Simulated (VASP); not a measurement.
Wanted: the native input for a VASP 6.6.1 run.

```yaml
Task: single point
Functional: r2SCAN
Potentials_or_basis: VASP PAW PBE potentials, release 64 (W_sv)
Cutoff: 520 eV
k_mesh: 22 × 22 × 22
Occupations: gaussian, width 0.15 eV
Spin: no spin polarisation
Dipole_correction: no
Further_INCAR_settings: ALGO = Normal; EDIFF = 1e-06; NBANDS = 13
```

The system is W.

```
CELL_PARAMETERS angstrom
0.00000 2.08721 1.92024
2.08721 0.00000 1.92024
2.08721 2.08721 0.00000
ATOMIC_POSITIONS crystal
W 0.00000 0.00000 0.00000
```

This cell differs from its parent crystal: ratio of the length along z to the lengths across it x 0.92, volume and fractional coordinates fixed.

These files were run (other wordings do the same):

POSCAR

```
W
1.0
    0.0000000000      2.0872129571      1.9202359205
    2.0872129571      0.0000000000      1.9202359205
    2.0872129571      2.0872129571      0.0000000000
W
1
Direct
    0.0000000000      0.0000000000      0.0000000000
```

INCAR.step1

```
PREC = Accurate
ENCUT = 520
ISMEAR = 0
SIGMA = 0.15
LREAL = False
LASPH = True
NELM = 60
NBANDS = 13
GGA = PE
ALGO = Normal
EDIFF = 1E-4
LWAVE = True
LCHARG = False
```

INCAR.step2

```
PREC = Accurate
ENCUT = 520
EDIFF = 1E-6
ISMEAR = 0
SIGMA = 0.15
LREAL = False
LASPH = True
NELM = 60
ALGO = Normal
ISIF = 2
LWAVE = False
LCHARG = False
METAGGA = R2SCAN
LMIXTAU = True
NBANDS = 13
ISTART = 1
```

KPOINTS

```
regular mesh
0
Gamma
  22 22 22
```

Potentials or basis: VASP PAW PBE potentials, release 64 (W_sv).

Launch:

```sh
$ cat potpaw_PBE.64/W_sv/POTCAR > POTCAR
$ cp INCAR.step1 INCAR
$ mpirun -np 1 vasp_std > vasp.out
$ cp INCAR.step2 INCAR
$ mpirun -np 1 vasp_std > vasp.out
```

Results of the run:

```json
{"Pressure": "-8.2 GPa", "Band gap on the k mesh": "zero (bands 7 and 8 overlap by 4.55 eV)"}
```

Caveat: the stress differs along the axes, from -26 to 1 GPa; the PAW data sets were made with another functional, which shifts forces and pressure a little; spin-orbit coupling is left out, which moves the levels of the heavy elements.

Wall time 5.2 min on 1 thread of Intel Xeon 8259CL, with other jobs on the host, peak memory 0.29 GiB.
